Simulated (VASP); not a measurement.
# HfTi15 (a cell with a defect) in VASP: single point with PBE

Aim: the single point of HfTi15 (a cell with a defect) with PBE.

All numbers are computed with VASP 6.6.1; they aren't measurements. Logs are shortened: lines on timing, memory, paths and dates and some standing lists are left out, and cuts for length are marked.

## 1. The cell of the first run

The cell holds a defect, 16 atoms: a = 5.900 Å, b = 5.900 Å, c = 9.360 Å, α = 90.00°, β = 90.00°, γ = 120.00°.

## 2. Single point, PBE

Input file INCAR:

```
ALGO = Normal
EDIFF = 1E-6
ENCUT = 400
GGA = PE
GGA_COMPAT = F
ISIF = 2
ISMEAR = 1
LASPH = T
LCHARG = T
LELF = T
LREAL = F
LVHAR = T
LWAVE = F
NBANDS = 109
NELM = 120
PREC = Accurate
SIGMA = 0.1
```

Input file KPOINTS:

```
k-points
0
Gamma
  3 3 2
```

Input file POSCAR:

```
HfTi15
1.0
    5.9000000679      0.0000000000      0.0000000000
   -2.9500000340      5.1095499412      0.0000000000
    0.0000000000      0.0000000000      9.3600000000
Ti Hf
15 1
Direct
    0.1644097795      0.3355902205      0.1202895194
    0.1644097795      0.3355902205      0.6297104806
    0.3333333333      0.1666666667      0.8750000000
    0.1644097795      0.8288195591      0.1202895194
    0.3282853666      0.6641426833      0.3750000000
    0.1644097795      0.8288195591      0.6297104806
    0.3355350084      0.6677675042      0.8750000000
    0.6711804409      0.3355902205      0.1202895194
    0.8358573167      0.1717146334      0.3750000000
    0.6711804409      0.3355902205      0.6297104806
    0.8322324958      0.1644649916      0.8750000000
    0.6666666667      0.8333333333      0.1252883446
    0.8358573167      0.6641426833      0.3750000000
    0.6666666667      0.8333333333      0.6247116554
    0.8322324958      0.6677675042      0.8750000000
    0.3333333333      0.1666666667      0.3750000000
```

Potentials or basis: VASP PAW PBE potentials, release 64 (Ti_sv, Hf_pv).

Command:

```sh
$ cat potpaw_PBE.64/Ti_sv/POTCAR potpaw_PBE.64/Hf_pv/POTCAR > POTCAR
$ mpirun -np 1 vasp_std > vasp.out
```

OUTCAR:

```text
EDIFF = 1E-6
   ENCUT = 400
   GGA = PE
   ISIF = 2
   ISMEAR = 1
   LASPH = T
   LREAL = F
   NELM = 120
   PREC = Accurate

 ion  position               nearest neighbor table
   1  0.164  0.336  0.120-  11 2.86   7 2.86   3 2.87   8 2.91   4 2.91   9 2.92   5 2.92  16 2.94

   2  0.164  0.336  0.630-  11 2.86   7 2.86   3 2.87  10 2.91   6 2.91   9 2.92   5 2.92  16 2.94

   3  0.333  0.167  0.875-   8 2.87  10 2.87   1 2.87   2 2.87   4 2.87   6 2.87
   4  0.164  0.829  0.120-  15 2.86   7 2.86   3 2.87   8 2.91   1 2.91  13 2.92   5 2.92  16 2.94

   5  0.328  0.664  0.375-  13 2.91   9 2.91  12 2.91  14 2.91   1 2.92   2 2.92   4 2.92   6 2.92
                            16 2.95  16 2.95
   6  0.164  0.829  0.630-  15 2.86   7 2.86   3 2.87  10 2.91   2 2.91  13 2.92   5 2.92  16 2.94

   7  0.336  0.668  0.875-   1 2.86   2 2.86   4 2.86   6 2.86  12 2.89  14 2.89
   8  0.671  0.336  0.120-  15 2.86  11 2.86   3 2.87   1 2.91   4 2.91  13 2.92   9 2.92  16 2.94

   9  0.836  0.172  0.375-   5 2.91  13 2.91  12 2.91  14 2.91   1 2.92   2 2.92  10 2.92   8 2.92
                            16 2.95  16 2.95
  10  0.671  0.336  0.630-  15 2.86  11 2.86   3 2.87   2 2.91   6 2.91  13 2.92   9 2.92  16 2.94

  11  0.832  0.164  0.875-   1 2.86   2 2.86   8 2.86  10 2.86  12 2.89  14 2.89
  12  0.667  0.833  0.125-  15 2.89   7 2.89  11 2.89  13 2.91   5 2.91   9 2.91
  13  0.836  0.664  0.375-   5 2.91   9 2.91  12 2.91  14 2.91   6 2.92   4 2.92   8 2.92  10 2.92
                            16 2.95  16 2.95
  14  0.667  0.833  0.625-  15 2.89   7 2.89  11 2.89  13 2.91   5 2.91   9 2.91
  15  0.832  0.668  0.875-   4 2.86   6 2.86   8 2.86  10 2.86  12 2.89  14 2.89
  16  0.333  0.167  0.375-   8 2.94  10 2.94   1 2.94   2 2.94   4 2.94   6 2.94   9 2.95   5 2.95
                            13 2.95  13 2.95   9 2.95   5 2.95

  LATTYP: Found a hexagonal cell.
 ALAT       =     5.9000000679
 C/A-ratio  =     1.5864406597

  Lattice vectors:

 A1 = (   5.9000000679,   0.0000000000,   0.0000000000)
 A2 = (  -2.9500000340,   5.1095499412,   0.0000000000)
 A3 = (   0.0000000000,   0.0000000000,   9.3600000000)

Analysis of symmetry for initial positions (statically):
=====================================================================
 Subroutine PRICEL returns:
 Original cell was already a primitive cell.

 Routine SETGRP: Setting up the symmetry group for a
 hexagonal supercell.

 Subroutine GETGRP returns: Found 12 space group operations
 (whereof  2 operations were pure point group operations)
 out of a pool of 24 trial point group operations.

The static configuration has the point symmetry C_1h.
 The point group associated with its full space group is D_3h.

Analysis of symmetry for dynamics (positions and initial velocities):
=====================================================================
 Subroutine PRICEL returns:
 Original cell was already a primitive cell.

 Routine SETGRP: Setting up the symmetry group for a
 hexagonal supercell.

 Subroutine GETGRP returns: Found 12 space group operations
 (whereof  2 operations were pure point group operations)
 out of a pool of 24 trial point group operations.

The dynamic configuration has the point symmetry C_1h.
 The point group associated with its full space group is D_3h.

 Subroutine INISYM returns: Found 12 space group operations
 (whereof  2 operations are pure point group operations),
 and found     1 'primitive' translations

----------------------------------------------------------------------------------------

                                     Primitive cell

  volume of cell :     282.1698

  direct lattice vectors                    reciprocal lattice vectors
     5.900000068  0.000000000  0.000000000     0.169491523  0.097855977  0.000000000
    -2.950000034  5.109549941  0.000000000     0.000000000  0.195711953  0.000000000
     0.000000000  0.000000000  9.360000000     0.000000000  0.000000000  0.106837607

  length of vectors
     5.900000068  5.900000068  9.360000000     0.195711953  0.195711953  0.106837607

  position of ions in fractional coordinates (direct lattice)
     0.164409779  0.335590221  0.120289519
     0.164409779  0.335590221  0.629710481
     0.333333333  0.166666667  0.875000000
     0.164409779  0.828819559  0.120289519
     0.328285367  0.664142683  0.375000000
     0.164409779  0.828819559  0.629710481
[... 8 lines left out ...]
     0.832232496  0.667767504  0.875000000
     0.333333333  0.166666667  0.375000000

  ion indices of the primitive-cell ions
   primitive index   ion index
                 1           1
                 2           2
                 3           3
                 4           4
                 5           5
                 6           6
[... 8 lines left out ...]
                15          15
                16          16

----------------------------------------------------------------------------------------

 KPOINTS: k-points

Automatic generation of k-mesh.
 Grid dimensions read from file:
 generate k-points for:    3    3    2

 Generating k-lattice:

  Cartesian coordinates                     Fractional coordinates (reciprocal lattice)
     0.056497174  0.032618659  0.000000000     0.333333333  0.000000000  0.000000000
     0.000000000  0.065237318  0.000000000     0.000000000  0.333333333  0.000000000
     0.000000000  0.000000000  0.053418803     0.000000000  0.000000000  0.500000000

  Length of vectors
     0.065237318  0.065237318  0.053418803

  Shift w.r.t. Gamma in fractional coordinates (k-lattice)
     0.000000000  0.000000000  0.000000000

 Subroutine IBZKPT returns following result:
 ===========================================

 Found      6 irreducible k-points:

 Following reciprocal coordinates:
            Coordinates               Weight
  0.000000  0.000000  0.000000      1.000000
  0.333333 -0.000000  0.000000      6.000000
  0.333333  0.333333  0.000000      2.000000
  0.000000  0.000000  0.500000      1.000000
  0.333333 -0.000000  0.500000      6.000000
  0.333333  0.333333  0.500000      2.000000
   k-points           NKPTS =      6   k-points in BZ     NKDIM =      6   number of bands    NBANDS=    109
   number of dos      NEDOS =    301   number of ions     NIONS =     16
   total plane-waves  NPLWV = 102400
   dimension x,y,z NGX =    40 NGY =   40 NGZ =   64
   dimension x,y,z NGXF=    80 NGYF=   80 NGZF=  128
   ions per type =              15   1
   NGX,Y,Z   is equivalent  to a cutoff of  11.27, 11.27, 11.37 a.u.
   NGXF,Y,Z  is equivalent  to a cutoff of  22.54, 22.54, 22.73 a.u.
 SYSTEM =  unknown system
   PREC   = accura    normal or accurate (medium, high low for compatibility)
   ISTART =      0    job   : 0-new  1-cont  2-samecut
   ICHARG =      2    charge: 1-file 2-atom 10-const
   ISPIN  =      1    spin polarized calculation?
   LNONCOLLINEAR =      F non collinear calculations
   LSORBIT =      F    spin-orbit coupling
   LASPH  =      T    aspherical Exc in radial PAW
   ENCUT  =  400.0 eV  29.40 Ry    5.42 a.u.   9.62  9.62 15.26*2*pi/ulx,y,z
   NELM   =    120;   NELMIN=  2; NELMDL= -5     # of ELM steps
   EDIFF  = 0.1E-05   stopping-criterion for ELM
   LREAL  =      F    real-space projection
   EDIFFG = 0.1E-04   stopping-criterion for IOM
   NSW    =      0    number of steps for IOM
   IBRION =     -1    ionic relax: 0-MD 1-quasi-New 2-CG
   NFREE  =      0    steps in history (QN), initial steepest desc. (CG)
   ISIF   =      2    stress and relaxation
   ISYM   =      2    0-nonsym 1-usesym 2-fastsym
   POTIM  = 0.5000    time-step for ionic-motion
   TEBEG  =    0.0;   TEEND  =   0.0 temperature during run
   PSTRESS=    0.0 pullay stress
   NELECT =     190.0000    total number of electrons
   NUPDOWN=      -1.0000    fix difference up-down
   EMIN   =  10.00;   EMAX   =-10.00  energy-range for DOS
   EFERMI =   0.00;   METHOD = LEGACY
   ISMEAR =     1;   SIGMA  =   0.10  broadening in eV -4-tet -1-fermi 0-gaus
   EFERMI_NEDOS =   21; number of points for ismear=-14 and -15
   IALGO  =     38    algorithm
   IMIX   =      4    mixing-type and parameters
     AMIX     =   0.40;   BMIX     =  1.00
     AMIX_MAG =   1.60;   BMIX_MAG =  1.00
  volume/ion in A,a.u.               =      17.64       119.01
  Fermi-wavevector in a.u.,A,eV,Ry     =   1.434903  2.711573 28.013667  2.058946
  Thomas-Fermi vector in A             =   2.554260
   LORBIT       =      0    0 simple, 1 ext, 2 COOP (PROOUT), +10 PAW based schemes
   GGA     = PE    functional components
   LHFCALC =     F    Hartree Fock is set to
   AEXX    =    0.0000 exact exchange contribution
   IVDW    =     0    specifies the selected vdW correction
   LEPSILON=     F    determine dielectric tensor
   LRPA    =     F    only Hartree local field effects (RPA)
 non-spin polarized calculation
 Methfessel and Paxton  Order N= 1 SIGMA  =   0.10
  energy-cutoff  :      400.00
  volume of cell :      282.17
 maximum number of plane-waves:      5160
 NGX is ok and might be reduce to    40
   NGX = 19   NGY = 19   NGZ = 31

 number of electron     190.0000029 magnetization

 Free energy of the ion-electron system (eV)
  ---------------------------------------------------
  ext. energy  EPLUGINS =         0.00000000
  ---------------------------------------------------
  free energy    TOTEN  =      -127.03630177 eV

  energy without entropy =     -127.03121379  energy(sigma->0) =     -127.03460578

 E-fermi :   8.1704     XC(G=0): -11.4905

 val. band max:        8.1672573366   @ k =   0.0000   0.0000   0.5000
 cond. band min:       8.1706103730   @ k =   0.3333  -0.0000   0.5000
 fundamental gap:      0.0033530364
 Fermi energy:         8.1704184750

 k-point     1 :       0.0000    0.0000    0.0000
  band No.  band energies     occupation
      1     -48.7551      2.00000
      2     -48.7003      2.00000
      3     -48.6869      2.00000
      4     -48.6551      2.00000
      5     -48.6412      2.00000
      6     -48.6406      2.00000
[... 99 lines left out ...]
    106       8.8940     -0.00000
    107       8.9879     -0.00000

 k-point     2 :       0.3333   -0.0000    0.0000
  band No.  band energies     occupation
      1     -48.7320      2.00000
      2     -48.6863      2.00000
      3     -48.6855      2.00000
      4     -48.6663      2.00000
      5     -48.6511      2.00000
      6     -48.6481      2.00000
[... 99 lines left out ...]
    106       8.7179     -0.00000
    107       8.8033     -0.00000

 k-point     3 :       0.3333    0.3333    0.0000
  band No.  band energies     occupation
      1     -48.7023      2.00000
      2     -48.6933      2.00000
      3     -48.6917      2.00000
      4     -48.6742      2.00000
      5     -48.6497      2.00000
      6     -48.6461      2.00000
[... 99 lines left out ...]
    106       8.6075     -0.00000
    107       8.6658     -0.00000

 k-point     4 :       0.0000    0.0000    0.5000
  band No.  band energies     occupation
      1     -48.7454      2.00000
      2     -48.7265      2.00000
      3     -48.6688      2.00000
      4     -48.6481      2.00000
      5     -48.6408      2.00000
      6     -48.6340      2.00000
[... 99 lines left out ...]
    106       9.0362     -0.00000
    107       9.0377     -0.00000

 k-point     5 :       0.3333   -0.0000    0.5000
  band No.  band energies     occupation
      1     -48.7232      2.00000
      2     -48.7091      2.00000
      3     -48.6787      2.00000
      4     -48.6639      2.00000
      5     -48.6535      2.00000
      6     -48.6385      2.00000
[... 99 lines left out ...]
    106       8.6504     -0.00000
    107       8.6844     -0.00000

 k-point     6 :       0.3333    0.3333    0.5000
  band No.  band energies     occupation
      1     -48.6926      2.00000
      2     -48.6920      2.00000
      3     -48.6905      2.00000
      4     -48.6791      2.00000
      5     -48.6786      2.00000
      6     -48.6484      2.00000
[... 99 lines left out ...]
    106       8.7596     -0.00000
    107       8.8114     -0.00000
 [bands above 107 left out]

------------------------ aborting loop because EDIFF is reached ----------------------------------------

  FORCE on cell =-STRESS in cart. coord.  units (eV):
  Direction    XX          YY          ZZ          XY          YZ          ZX
  --------------------------------------------------------------------------------------
  -------------------------------------------------------------------------------------
  Total       -1.2144565     -1.2144565      0.1240276      0.0000000      0.0000000     -0.0000000
  in kB       -6.8957585     -6.8957585      0.7042361      0.0000000      0.0000000     -0.0000000
  external PRESSURE =      -4.3624270 kB  Pullay stress =       0.0000000 kB

 VOLUME and BASIS-vectors are now :
 -----------------------------------------------------------------------------
  energy-cutoff  :      400.00
  volume of cell :      282.17
      direct lattice vectors                 reciprocal lattice vectors
     5.900000068  0.000000000  0.000000000     0.169491523  0.097855977  0.000000000
    -2.950000034  5.109549941  0.000000000     0.000000000  0.195711953  0.000000000
     0.000000000  0.000000000  9.360000000     0.000000000  0.000000000  0.106837607

 POSITION                                       TOTAL-FORCE (eV/Angst)
 -----------------------------------------------------------------------------------
     -0.01997      1.71471      1.12591         0.013689     -0.007904      0.023343
     -0.01997      1.71471      5.89409         0.013689     -0.007904     -0.023343
      1.47500      0.85159      8.19000        -0.000000      0.000000      0.000000
     -1.47500      4.23489      1.12591        -0.000000      0.015807      0.023343
     -0.02234      3.39347      3.51000        -0.009437     -0.005449      0.000000
     -1.47500      4.23489      5.89409        -0.000000      0.015807     -0.023343
[... 8 lines left out ...]
      2.94026      3.41199      8.19000        -0.022032      0.012720      0.000000
      1.47500      0.85159      3.51000        -0.000000      0.000000      0.000000
 -----------------------------------------------------------------------------------
    total drift:                               -0.000005      0.000003      0.000000

  FREE ENERGIE OF THE ION-ELECTRON SYSTEM (eV)
  ---------------------------------------------------
  free  energy   TOTEN  =      -127.0363017705 eV

  energy  without entropy=     -127.0312137909  energy(sigma->0) =     -127.03460578
```

Wall time 2.8 min (1 thread of Intel Xeon 6975P-C (Granite Rapids), shared host); peak memory 0.34 GiB.

What came out:

```yaml
Free_energy: -127.0363 eV
Pressure: -0.4 GPa
Largest_force: 0.028 eV/Å
Band_gap_on_the_k_mesh: zero (bands 95 and 96 overlap by 0.84 eV)
```

Forces in eV/Å, atoms in the order of the input:
```
Ti   0.014 -0.008  0.023
Ti   0.014 -0.008 -0.023
Ti   0.000  0.000  0.000
Ti   0.000  0.016  0.023
Ti  -0.009 -0.005  0.000
Ti   0.000  0.016 -0.023
Ti   0.022  0.013  0.000
Ti  -0.014 -0.008  0.023
Ti   0.000  0.011  0.000
Ti  -0.014 -0.008 -0.023
Ti   0.000 -0.025  0.000
Ti   0.000  0.000 -0.004
Ti   0.009 -0.005  0.000
Ti   0.000  0.000  0.004
Ti  -0.022  0.013  0.000
Hf   0.000  0.000  0.000
```

Levels at points of the mesh, in eV from the Fermi level:
```tsv
k point	band 92	band 93	band 94	band 95	band 96	band 97
(0.00, 0.00, 0.00)	-0.01	0.01	0.39	0.43	0.43	0.49
(0.00, 0.00, 0.50)	0.00	0.14	0.49	0.55	0.55	0.55
```

Caveat: the k points lie up to 0.41 Å⁻¹ apart, too coarse for converged energies and pressures of a metal; spin-orbit coupling is left out, which moves the levels of the heavy elements.
